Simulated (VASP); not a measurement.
A run of VASP 6.6.1 is set up as follows.

File INCAR:

```
SYSTEM = NaLaSiO4
  PREC = Accurate
  ENCUT = 520
  EDIFF = 1E-7
  ISMEAR = -1
  SIGMA = 0.05
  LREAL = Auto
  LASPH = .True.
  NELM = 100
  ALGO = Normal
  ISIF = 2
  LWAVE = .False.
  LCHARG = .False.
  GGA = PS
  NBANDS = 112
```

File KPOINTS:

```
Automatic mesh
0
Gamma
  2 2 1
  0 0 0
```

Contents of POSCAR:

```
NaLaSiO4
1.0
    7.2177570000      0.0000000000      0.0000000000
    0.0000000000      5.5591970000      0.0000000000
    0.0000000000      0.0000000000      9.7066220000
Na La Si O
4 4 4 16
Direct
    0.2319002981      0.2895202311      0.3706438759
    0.8533814591      0.7819114883      0.6189279855
    0.3704613497      0.7116495422      0.9314362916
    0.6654283318      0.2197259784      0.0612262433
    0.5087453069      0.2462226109      0.7012120179
    0.5221982397      0.7201759535      0.3200186429
    0.0246198369      0.7877756446      0.2049734707
    1.0255402059      0.2671788749      0.8225930710
    0.2433581513      0.2543892580      0.1010959322
    0.7662906911      0.7527166244      0.9318895904
    0.2874715788      0.7622143990      0.5989725365
    0.7338013735      0.2854009311      0.4042188930
    0.2939417329      0.4962047576      0.1811855865
    0.6466967508      0.5551521200      0.8603507997
    0.2494957921      0.4904305424      0.6799069748
    0.7471573233      1.0397364943      0.8698082608
    0.8090186467      0.5009356567      0.3213373303
    0.3235215594      0.0201288064      0.1973498092
    0.8139370721      0.0239423068      0.3569934010
    0.2135705040      0.9958092868      0.6853877693
    0.0276955847      0.2182149688      0.0753300170
    0.9948658565      0.7258242512      0.9434178028
    0.5107680960      0.7766769193      0.5739174761
    0.5097428467      0.3156930758      0.3984702402
    0.7556779759      0.3277091997      0.5722279079
    0.1836720189      0.7273892255      0.4551841001
    0.6892723044      0.7890707957      0.0877133157
    0.3262370845      0.2322997368      0.9482186491
```

Potentials or basis: VASP PAW PBE potentials, release 64 (Na_pv, La, Si, O).

Launch:

```sh
$ cat potpaw_PBE.64/Na_pv/POTCAR potpaw_PBE.64/La/POTCAR potpaw_PBE.64/Si/POTCAR potpaw_PBE.64/O/POTCAR > POTCAR
$ mpirun -np 1 vasp_std > vasp.out
```

Task: Estimate the pressure.

Result: 0.3 GPa.

Task: What does it give for the largest force?

Result: 4.117 eV/Å.

Stress tensor (GPa, compression positive):
```
 1.27  1.11  0.20
 1.11 -0.93  0.39
 0.20  0.39  0.54
```

Caveat: the k points lie up to 0.65 Å⁻¹ apart; the PAW data sets were made with another functional, which shifts forces and pressure a little.
